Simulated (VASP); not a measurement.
# CdSe (F-43m) in VASP: a series of runs

Runs on CdSe. Level: PBE. Tasks: single point.

All numbers are computed with VASP 6.6.1; they aren't measurements. Logs are shortened: lines on timing, memory, paths and dates and some standing lists are left out, and cuts for length are marked.

## Step 1: The cell of the first run

Symmetry: F-43m, No. 216, cubic system. The conventional cell has a = 6.181 Å, b = 6.181 Å, c = 6.181 Å, α = 90.00°, β = 90.00°, γ = 90.00°. Cd (site symmetry -43m) has 4 Se at 2.68 Å within 3.5 Å. Se (site symmetry -43m) has 4 Cd at 2.68 Å within 3.5 Å.

## Step 2: Single point, PBE

The input, INCAR:

```
SYSTEM = CdSe
PREC = Accurate ; ENCUT = 520
EDIFF = 1E-6 ; ISMEAR = 0
SIGMA = 0.01 ; LREAL = .False.
LASPH = .True. ; NELM = 100
ALGO = Normal ; ISIF = 2
LWAVE = .False. ; LCHARG = .False.
GGA = PE ; NBANDS = 16
```

The input, KPOINTS:

```
regular mesh
0
Gamma
  6 6 6
  0 0 0
```

The input, POSCAR:

```
CdSe
1.0
    0.0000000000      3.0906045131      3.0906045131
    3.0906045131      0.0000000000      3.0906045131
    3.0906045131      3.0906045131      0.0000000000
Cd Se
1 1
Direct
    0.0000000000      0.0000000000      0.0000000000
    0.7500000000      0.7500000000      0.7500000000
```

Potentials or basis: VASP PAW PBE potentials, release 64 (Cd, Se).

Run with:

```
$ cat potpaw_PBE.64/Cd/POTCAR potpaw_PBE.64/Se/POTCAR > POTCAR
$ mpirun -np 1 vasp_std > vasp.out
```

OUTCAR:

```text
SYSTEM = CdSe
   PREC = Accurate
   ENCUT = 520
   EDIFF = 1E-6
   ISMEAR = 0
   LREAL = .False.
   LASPH = .True.
   NELM = 100
   ISIF = 2
   GGA = PE

 ion  position               nearest neighbor table
   1  0.000  0.000  0.000-   2 2.68   2 2.68   2 2.68   2 2.68
   2  0.750  0.750  0.750-   1 2.68   1 2.68   1 2.68   1 2.68

  LATTYP: Found a face centered cubic cell.
 ALAT       =     6.1812090262

  Lattice vectors:

 A1 = (   0.0000000000,   3.0906045131,   3.0906045131)
 A2 = (   3.0906045131,   0.0000000000,   3.0906045131)
 A3 = (   3.0906045131,   3.0906045131,   0.0000000000)

Analysis of symmetry for initial positions (statically):
=====================================================================
 Subroutine PRICEL returns:
 Original cell was already a primitive cell.

 Routine SETGRP: Setting up the symmetry group for a
 face centered cubic supercell.

 Subroutine GETGRP returns: Found 24 space group operations
 (whereof 24 operations were pure point group operations)
 out of a pool of 48 trial point group operations.

The static configuration has the point symmetry T_d .

Analysis of symmetry for dynamics (positions and initial velocities):
=====================================================================
 Subroutine PRICEL returns:
 Original cell was already a primitive cell.

 Routine SETGRP: Setting up the symmetry group for a
 face centered cubic supercell.

 Subroutine GETGRP returns: Found 24 space group operations
 (whereof 24 operations were pure point group operations)
 out of a pool of 48 trial point group operations.

The dynamic configuration has the point symmetry T_d .

 Subroutine INISYM returns: Found 24 space group operations
 (whereof 24 operations are pure point group operations),
 and found     1 'primitive' translations

----------------------------------------------------------------------------------------

                                     Primitive cell

  volume of cell :      59.0419

  direct lattice vectors                    reciprocal lattice vectors
     0.000000000  3.090604513  3.090604513    -0.161780648  0.161780648  0.161780648
     3.090604513  0.000000000  3.090604513     0.161780648 -0.161780648  0.161780648
     3.090604513  3.090604513  0.000000000     0.161780648  0.161780648 -0.161780648

  length of vectors
     4.370774818  4.370774818  4.370774818     0.280212302  0.280212302  0.280212302

  position of ions in fractional coordinates (direct lattice)
     0.000000000  0.000000000  0.000000000
     0.750000000  0.750000000  0.750000000

  ion indices of the primitive-cell ions
   primitive index   ion index
                 1           1
                 2           2

----------------------------------------------------------------------------------------

 KPOINTS: regular mesh

Automatic generation of k-mesh.
 Grid dimensions read from file:
 generate k-points for:    6    6    6

 Generating k-lattice:

  Cartesian coordinates                     Fractional coordinates (reciprocal lattice)
    -0.026963441  0.026963441  0.026963441     0.166666667  0.000000000  0.000000000
     0.026963441 -0.026963441  0.026963441     0.000000000  0.166666667  0.000000000
     0.026963441  0.026963441 -0.026963441     0.000000000  0.000000000  0.166666667

  Length of vectors
     0.046702050  0.046702050  0.046702050

  Shift w.r.t. Gamma in fractional coordinates (k-lattice)
     0.000000000  0.000000000  0.000000000

 Subroutine IBZKPT returns following result:
 ===========================================

 Found     16 irreducible k-points:

 Following reciprocal coordinates:
            Coordinates               Weight
  0.000000  0.000000  0.000000      1.000000
  0.166667  0.000000  0.000000      8.000000
  0.333333  0.000000  0.000000      8.000000
  0.500000  0.000000  0.000000      4.000000
  0.166667  0.166667  0.000000      6.000000
  0.333333  0.166667  0.000000     24.000000
[... 8 lines left out ...]
 -0.333333  0.333333  0.166667     24.000000
 -0.333333  0.500000  0.166667     12.000000
   k-points           NKPTS =     16   k-points in BZ     NKDIM =     16   number of bands    NBANDS=     16
   number of dos      NEDOS =    301   number of ions     NIONS =      2
   total plane-waves  NPLWV =  46656
   dimension x,y,z NGX =    36 NGY =   36 NGZ =   36
   dimension x,y,z NGXF=    72 NGYF=   72 NGZF=   72
   ions per type =               1   1
   NGX,Y,Z   is equivalent  to a cutoff of  13.69, 13.69, 13.69 a.u.
   NGXF,Y,Z  is equivalent  to a cutoff of  27.39, 27.39, 27.39 a.u.
 SYSTEM =  CdSe
   PREC   = accura    normal or accurate (medium, high low for compatibility)
   ISTART =      0    job   : 0-new  1-cont  2-samecut
   ICHARG =      2    charge: 1-file 2-atom 10-const
   ISPIN  =      1    spin polarized calculation?
   LNONCOLLINEAR =      F non collinear calculations
   LSORBIT =      F    spin-orbit coupling
   LASPH  =      T    aspherical Exc in radial PAW
   ENCUT  =  520.0 eV  38.22 Ry    6.18 a.u.   8.13  8.13  8.13*2*pi/ulx,y,z
   NELM   =    100;   NELMIN=  2; NELMDL= -5     # of ELM steps
   EDIFF  = 0.1E-05   stopping-criterion for ELM
   LREAL  =      F    real-space projection
   EDIFFG = 0.1E-04   stopping-criterion for IOM
   NSW    =      0    number of steps for IOM
   IBRION =     -1    ionic relax: 0-MD 1-quasi-New 2-CG
   NFREE  =      0    steps in history (QN), initial steepest desc. (CG)
   ISIF   =      2    stress and relaxation
   ISYM   =      2    0-nonsym 1-usesym 2-fastsym
   POTIM  = 0.5000    time-step for ionic-motion
   TEBEG  =    0.0;   TEEND  =   0.0 temperature during run
   PSTRESS=    0.0 pullay stress
   NELECT =      18.0000    total number of electrons
   NUPDOWN=      -1.0000    fix difference up-down
   EMIN   =  10.00;   EMAX   =-10.00  energy-range for DOS
   EFERMI =   0.00;   METHOD = LEGACY
   ISMEAR =     0;   SIGMA  =   0.01  broadening in eV -4-tet -1-fermi 0-gaus
   EFERMI_NEDOS =   21; number of points for ismear=-14 and -15
   IALGO  =     38    algorithm
   IMIX   =      4    mixing-type and parameters
     AMIX     =   0.40;   BMIX     =  1.00
     AMIX_MAG =   1.60;   BMIX_MAG =  1.00
  volume/ion in A,a.u.               =      29.52       199.22
  Fermi-wavevector in a.u.,A,eV,Ry     =   1.101824  2.082145 16.517693  1.214016
  Thomas-Fermi vector in A             =   2.238257
   LORBIT       =      0    0 simple, 1 ext, 2 COOP (PROOUT), +10 PAW based schemes
   GGA     = PE    functional components
   LHFCALC =     F    Hartree Fock is set to
   AEXX    =    0.0000 exact exchange contribution
   IVDW    =     0    specifies the selected vdW correction
   LEPSILON=     F    determine dielectric tensor
   LRPA    =     F    only Hartree local field effects (RPA)
 non-spin polarized calculation
 Gauss-broadening in eV      SIGMA  =   0.01
  energy-cutoff  :      520.00
  volume of cell :       59.04
 maximum number of plane-waves:      1639
 NGX is ok and might be reduce to    36
   NGX = 17   NGY = 17   NGZ = 17

 number of electron      17.9999999 magnetization

 Free energy of the ion-electron system (eV)
  ---------------------------------------------------
  ext. energy  EPLUGINS =         0.00000000
  ---------------------------------------------------
  free energy    TOTEN  =        -5.49432173 eV

  energy without entropy =       -5.49432173  energy(sigma->0) =       -5.49432173

 E-fermi :   0.6140     XC(G=0):  -8.6661

 val. band max:        0.5725658924   @ k =   0.0000   0.0000   0.0000
 cond. band min:       1.0788916375   @ k =   0.0000   0.0000   0.0000
 fundamental gap:      0.5063257451
 Fermi energy:         0.6139584286

 k-point     1 :       0.0000    0.0000    0.0000
  band No.  band energies     occupation
      1     -11.7606      2.00000
      2      -7.2143      2.00000
      3      -7.2143      2.00000
      4      -7.2143      2.00000
      5      -6.8899      2.00000
      6      -6.8899      2.00000
[... 8 lines left out ...]
     15      11.5588      0.00000
     16      11.5588      0.00000

 k-point     2 :       0.1667    0.0000    0.0000
  band No.  band energies     occupation
      1     -11.6787      2.00000
      2      -7.1891      2.00000
      3      -7.1891      2.00000
      4      -7.1317      2.00000
      5      -6.8905      2.00000
      6      -6.8905      2.00000
[... 8 lines left out ...]
     15      10.6375      0.00000
     16      10.9725      0.00000

 k-point     3 :       0.3333    0.0000    0.0000
  band No.  band energies     occupation
      1     -11.5128      2.00000
      2      -7.1473      2.00000
      3      -7.1473      2.00000
      4      -6.8811      2.00000
      5      -6.8811      2.00000
      6      -6.8629      2.00000
[... 8 lines left out ...]
     15      11.0374      0.00000
     16      11.0374      0.00000

 k-point     4 :       0.5000    0.0000    0.0000
  band No.  band energies     occupation
      1     -11.4291      2.00000
      2      -7.1322      2.00000
      3      -7.1322      2.00000
      4      -6.8695      2.00000
      5      -6.8694      2.00000
      6      -6.6297      2.00000
[... 8 lines left out ...]
     15      12.5527      0.00000
     16      12.5527      0.00000
[... 172 lines left out ...]
 k-point    14 :       0.5000    0.3333    0.1667
  band No.  band energies     occupation
      1     -11.4055      2.00000
      2      -7.0869      2.00000
      3      -7.0785      2.00000
      4      -6.9455      2.00000
      5      -6.8667      2.00000
      6      -6.6721      2.00000
[... 8 lines left out ...]
     15      12.4920      0.00000
     16      13.4519      0.00000

 k-point    15 :      -0.3333    0.3333    0.1667
  band No.  band energies     occupation
      1     -11.3515      2.00000
      2      -7.0801      2.00000
      3      -7.0564      2.00000
      4      -6.9163      2.00000
      5      -6.8795      2.00000
      6      -6.5126      2.00000
[... 8 lines left out ...]
     15      12.3003      0.00000
     16      13.3636      0.00000

 k-point    16 :      -0.3333    0.5000    0.1667
  band No.  band energies     occupation
      1     -11.3252      2.00000
      2      -7.0473      2.00000
      3      -7.0354      2.00000
      4      -6.9435      2.00000
      5      -6.8653      2.00000
      6      -6.4904      2.00000
[... 8 lines left out ...]
     15      13.2172      0.00000
     16      13.3260      0.00000

------------------------ aborting loop because EDIFF is reached ----------------------------------------

  FORCE on cell =-STRESS in cart. coord.  units (eV):
  Direction    XX          YY          ZZ          XY          YZ          ZX
  --------------------------------------------------------------------------------------
  -------------------------------------------------------------------------------------
  Total        0.2182460      0.2182460      0.2182460      0.0000000      0.0000000     -0.0000000
  in kB        5.9223848      5.9223848      5.9223848      0.0000000      0.0000000     -0.0000000
  external PRESSURE =       5.9223848 kB  Pullay stress =       0.0000000 kB

 VOLUME and BASIS-vectors are now :
 -----------------------------------------------------------------------------
  energy-cutoff  :      520.00
  volume of cell :       59.04
      direct lattice vectors                 reciprocal lattice vectors
     0.000000000  3.090604513  3.090604513    -0.161780648  0.161780648  0.161780648
     3.090604513  0.000000000  3.090604513     0.161780648 -0.161780648  0.161780648
     3.090604513  3.090604513  0.000000000     0.161780648  0.161780648 -0.161780648

 POSITION                                       TOTAL-FORCE (eV/Angst)
 -----------------------------------------------------------------------------------
      0.00000      0.00000      0.00000         0.000000      0.000000     -0.000000
      4.63591      4.63591      4.63591        -0.000000     -0.000000      0.000000
 -----------------------------------------------------------------------------------
    total drift:                                0.000000      0.000000      0.000000

  FREE ENERGIE OF THE ION-ELECTRON SYSTEM (eV)
  ---------------------------------------------------
  free  energy   TOTEN  =        -5.4943217263 eV

  energy  without entropy=       -5.4943217263  energy(sigma->0) =       -5.49432173
```

Wall time 20 s (1 thread of AMD EPYC 7R43 (Zen 3), shared host); peak memory 0.16 GiB.

Results:

```
Free energy            : -5.4943 eV
Pressure               : 0.6 GPa
Band gap on the k mesh : 0.51 eV, direct
```

Levels at points of the mesh, in eV from the valence-band top:
```csv
k point,band 5,band 6,band 7,band 8,band 9,band 10,band 11,band 12,band 13,band 14
"(0.00, 0.00, 0.00)",-7.46,-7.46,0.00,0.00,0.00,0.51,5.93,5.93,5.93,9.59
"(0.50, 0.00, 0.00)",-7.44,-7.20,-4.12,-0.68,-0.68,2.33,6.43,6.43,7.28,9.91
"(0.50, 0.50, 0.00)",-7.41,-7.14,-3.87,-1.69,-1.69,3.22,3.70,8.89,9.93,9.93
```

## Step 3: Single point, PBE

This run uses another cell than the first one, of 30.10 Å³/atom, 1.020 times its volume.

The input, INCAR:

```
  PREC = Accurate
  ENCUT = 520
  EDIFF = 1E-6
  ISMEAR = 0
  SIGMA = 0.01
  LREAL = F
  LASPH = T
  NELM = 80
  ALGO = Normal
  ISIF = 2
  LWAVE = F
  LCHARG = F
  GGA = PE
  NBANDS = 16
```

The input, KPOINTS:

```
Automatic mesh
0
Gamma
  6 6 6
```

The input, POSCAR:

```
CdSe
1.0
    0.0000000000      3.1106739359      3.1106739359
    3.1106739359      0.0000000000      3.1106739359
    3.1106739359      3.1106739359      0.0000000000
Cd Se
1 1
Direct
    0.0000000000      0.0000000000      0.0000000000
    0.7500000000      0.7500000000      0.7500000000
```

Potentials or basis: VASP PAW PBE potentials, release 64 (Cd, Se).

Run with:

```
$ cat potpaw_PBE.64/Cd/POTCAR potpaw_PBE.64/Se/POTCAR > POTCAR
$ mpirun -np 1 vasp_std > vasp.out
```

OUTCAR:

```text
PREC = Accurate
   ENCUT = 520
   EDIFF = 1E-6
   ISMEAR = 0
   LREAL = F
   LASPH = T
   NELM = 80
   ISIF = 2
   GGA = PE

 ion  position               nearest neighbor table
   1  0.000  0.000  0.000-   2 2.69   2 2.69   2 2.69   2 2.69
   2  0.750  0.750  0.750-   1 2.69   1 2.69   1 2.69   1 2.69

  LATTYP: Found a face centered cubic cell.
 ALAT       =     6.2213478718

  Lattice vectors:

 A1 = (   0.0000000000,   3.1106739359,   3.1106739359)
 A2 = (   3.1106739359,   0.0000000000,   3.1106739359)
 A3 = (   3.1106739359,   3.1106739359,   0.0000000000)

Analysis of symmetry for initial positions (statically):
=====================================================================
 Subroutine PRICEL returns:
 Original cell was already a primitive cell.

 Routine SETGRP: Setting up the symmetry group for a
 face centered cubic supercell.

 Subroutine GETGRP returns: Found 24 space group operations
 (whereof 24 operations were pure point group operations)
 out of a pool of 48 trial point group operations.

The static configuration has the point symmetry T_d .

Analysis of symmetry for dynamics (positions and initial velocities):
[... 150 lines left out ...]

 E-fermi :   0.5413     XC(G=0):  -8.5796

 val. band max:        0.4299306432   @ k =   0.0000   0.0000   0.0000
 cond. band min:       0.8957921016   @ k =   0.0000   0.0000   0.0000
 fundamental gap:      0.4658614584
 Fermi energy:         0.5412941005

 k-point     1 :       0.0000    0.0000    0.0000
  band No.  band energies     occupation
      1     -11.8059      2.00000
      2      -7.3036      2.00000
      3      -7.3036      2.00000
      4      -7.3036      2.00000
      5      -6.9978      2.00000
      6      -6.9978      2.00000
[... 281 lines left out ...]
      3      -7.1354      2.00000
      4      -7.0479      2.00000
      5      -6.9743      2.00000
      6      -6.6196      2.00000
[... 8 lines left out ...]
     15      12.9958      0.00000
     16      13.1034      0.00000

------------------------ aborting loop because EDIFF is reached ----------------------------------------

  FORCE on cell =-STRESS in cart. coord.  units (eV):
  Direction    XX          YY          ZZ          XY          YZ          ZX
  --------------------------------------------------------------------------------------
  -------------------------------------------------------------------------------------
  Total       -0.1096959     -0.1096959     -0.1096959      0.0000000      0.0000000     -0.0000000
  in kB       -2.9194943     -2.9194943     -2.9194943      0.0000000      0.0000000     -0.0000000
  external PRESSURE =      -2.9194943 kB  Pullay stress =       0.0000000 kB

 VOLUME and BASIS-vectors are now :
 -----------------------------------------------------------------------------
  energy-cutoff  :      520.00
  volume of cell :       60.20
      direct lattice vectors                 reciprocal lattice vectors
     0.000000000  3.110673936  3.110673936    -0.160736873  0.160736873  0.160736873
     3.110673936  0.000000000  3.110673936     0.160736873 -0.160736873  0.160736873
     3.110673936  3.110673936  0.000000000     0.160736873  0.160736873 -0.160736873

 POSITION                                       TOTAL-FORCE (eV/Angst)
 -----------------------------------------------------------------------------------
      0.00000      0.00000      0.00000        -0.000000     -0.000000      0.000000
      4.66601      4.66601      4.66601         0.000000      0.000000     -0.000000
 -----------------------------------------------------------------------------------
    total drift:                                0.000000      0.000000      0.000000

  FREE ENERGIE OF THE ION-ELECTRON SYSTEM (eV)
  ---------------------------------------------------
  free  energy   TOTEN  =        -5.4953852802 eV

  energy  without entropy=       -5.4953852802  energy(sigma->0) =       -5.49538528
```

It took 23 s on 1 thread of AMD EPYC 7R43 (Zen 3), shared host; peak memory 0.16 GiB.

Results:

```yaml
Free_energy: -5.4954 eV
Pressure: -0.3 GPa
Band_gap_on_the_k_mesh: 0.47 eV, direct
```

PBE gaps usually lie below the measured ones, often by a third to a half.

## Step 4: Single point, PBE

This run uses another cell than the first one, of 30.68 Å³/atom, 1.039 times its volume.

The input, INCAR:

```
SYSTEM = CdSe
PREC = Accurate
ENCUT = 520
EDIFF = 1E-7
ISMEAR = 0
SIGMA = 0.01
LREAL = .FALSE.
LASPH = .TRUE.
NELM = 100
ALGO = Normal
ISIF = 2
LWAVE = .FALSE.
LCHARG = .FALSE.
GGA = PE
NBANDS = 16
```

The input, KPOINTS:

```
Automatic mesh
0
G
  6 6 6
  0 0 0
```

The input, POSCAR:

```
CdSe
1.0
    0.0000000000      3.1304876799      3.1304876799
    3.1304876799      0.0000000000      3.1304876799
    3.1304876799      3.1304876799      0.0000000000
Cd Se
1 1
Direct
    0.0000000000      0.0000000000      0.0000000000
    0.7500000000      0.7500000000      0.7500000000
```

Run with:

```
$ cat potpaw_PBE.64/Cd/POTCAR potpaw_PBE.64/Se/POTCAR > POTCAR
$ mpirun -np 1 vasp_std > vasp.out
```

Wall time 24 s (1 thread of AMD EPYC 7R43 (Zen 3), shared host); peak memory 0.17 GiB.

Results (log left out):

```
Free energy            : -5.4904 eV
Pressure               : -1.1 GPa
Band gap on the k mesh : 0.43 eV, direct
```

Levels at points of the mesh, in eV from the valence-band top:
```csv
k point,band 6,band 7,band 8,band 9,band 10,band 11,band 12,band 13
"(0.00, 0.00, 0.00)",-7.40,0.00,0.00,0.00,0.43,5.92,5.92,5.92
"(0.50, 0.00, 0.00)",-7.16,-3.91,-0.63,-0.63,2.27,6.41,6.41,7.15
"(0.50, 0.50, 0.00)",-7.11,-3.70,-1.58,-1.58,3.29,3.64,8.73,9.70
```

## Step 5: Summary

| cell | gap on the mesh (eV) | pressure (GPa) |
| --- | --- | --- |
| a = 4.371 Å, angles 60.0°, 2 atoms | 0.51 | 0.6 |
| a = 4.399 Å, angles 60.0°, 2 atoms | 0.47 | -0.3 |
| a = 4.427 Å, angles 60.0°, 2 atoms | 0.43 | -1.1 |

Alike in all rows: task single point; level PBE; potentials or basis VASP PAW PBE potentials, release 64 (Cd, Se); no spin polarisation; k mesh 6 × 6 × 6; cutoff (eV) 520; smearing gaussian 0.01 eV.

Absolute energies hang on the potentials; compare differences alone.
